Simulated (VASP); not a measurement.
Runs of VASP 6.6.1 on Ti. The structure is that of space group Im-3m (No. 229), or close to it. The cells are those of the table. 

```tsv
fixed moment (μB)	cell	pressure (GPa)	moment (μB)
0.4	a = 2.861 Å, angles 109.5°, 1 atom	(a)	0.40
0.2	a = 2.819 Å, angles 109.5°, 1 atom	0.0	0.20
0.1	a = 2.902 Å, angles 109.5°, 1 atom	-7.9	0.10
0.7	a = 2.776 Å, angles 109.5°, 1 atom	6.4	0.70
0.1	a = 2.861 Å, angles 109.5°, 1 atom	-4.4	0.10
0.5	a = 2.902 Å, angles 109.5°, 1 atom	-7.5	0.50
0.6	a = 2.861 Å, angles 109.5°, 1 atom	-3.7	0.60
1.0	a = 2.819 Å, angles 109.5°, 1 atom	2.1	1.00
0.8	a = 2.861 Å, angles 109.5°, 1 atom	-3.1	0.80
0.6	a = 2.902 Å, angles 109.5°, 1 atom	(c)	0.60
0.3	a = 2.902 Å, angles 109.5°, 1 atom	(b)	0.30
0.6	a = 2.819 Å, angles 109.5°, 1 atom	0.7	0.60
```

Alike in all rows: task single point; level PBE; potentials or basis VASP PAW PBE potentials, release 64 (Ti_sv); spin collinear, ferromagnetic start; k mesh 22 × 22 × 22; cutoff (eV) 520; smearing gaussian 0.15 eV.

Task: Estimate the missing entries.

Result: (a) -4.1; (b) -7.8; (c) -7.3.

Caveats: the total moment is fixed, so each spin has its own Fermi level.
